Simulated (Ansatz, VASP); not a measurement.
**One calculation of MgH2Ir2, two programs**

```
CELL_PARAMETERS angstrom
-1.89944 1.89944 4.24907
1.89944 -1.89944 4.24907
1.89944 1.89944 -4.24907
ATOMIC_POSITIONS crystal
Mg 0.00000 0.00000 0.00000
H 0.70541 0.70541 0.00000
H 0.29459 0.29459 0.00000
Ir 0.25000 0.75000 0.50000
Ir 0.75000 0.25000 0.50000
```

Change from the starting cell: species swapped into the DyGe2Pd2 type (I4/mmm, No. 139).

Alike in both runs: functional PBE; k mesh 14 × 14 × 14; occupations gaussian, width 0.1 eV; no spin polarisation.

Ansatz relaxed the structure, and its values are those at the end. VASP's run is a single point on that final structure, the one shown.

|  | VASP | Ansatz |
| --- | --- | --- |
| version | VASP 6.6.1 | Ansatz 0.2.0 |
| potentials or method | VASP PAW PBE potentials, release 64 (Mg, H, Ir), cutoff 520 eV | scalar-relativistic, plane waves, PAW |
| valence electrons in the cell | 22 | 46 |

|  | VASP | Ansatz | Ansatz less VASP |
| --- | --- | --- | --- |
| gap on the k mesh at the Fermi level (eV) | none | none | - |
| pressure (GPa) | 0.1 | 0.0 | -0.09 |
| rms of the force components (eV/Å) | 0.003 | 0.000 | -0.0035 |

A gap of «none» marks a metal or a gap that the smearing closes. VASP's potentials hold 22 valence electrons a cell and Ansatz's 46, so a difference there can come from the potentials and not from the codes.

Neither program's run includes spin-orbit coupling.
